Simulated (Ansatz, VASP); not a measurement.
**One calculation of Be, two programs**

```
CELL_PARAMETERS angstrom
2.25408 0.00000 0.00000
-1.12704 1.95209 0.00000
0.00000 0.00000 7.18212
ATOMIC_POSITIONS crystal
Be 0.00000 0.00000 0.00000
Be 0.00000 0.00000 0.50000
Be 0.33333 0.66667 0.75000
Be 0.66667 0.33333 0.25000
```

Alike in both runs: functional PBE; k mesh 21 × 21 × 6; occupations gaussian, width 0.1 eV; no spin polarisation.

Ansatz relaxed the structure, and its values are those at the end. VASP's run is a single point on that final structure, the one shown.

|  | VASP | Ansatz |
| --- | --- | --- |
| version | VASP 6.6.1 | Ansatz 0.2.0 |
| potentials or method | VASP PAW PBE potentials, release 64 (Be), cutoff 520 eV | scalar-relativistic, plane waves, PAW |
| valence electrons in the cell | 8 | 8 |

```tsv
	VASP	Ansatz	Ansatz less VASP
gap on the k mesh at the Fermi level (eV)	none	none	-
pressure (GPa)	0.1	0.0	-0.15
```

A gap of «none» marks a metal or a gap that the smearing closes.
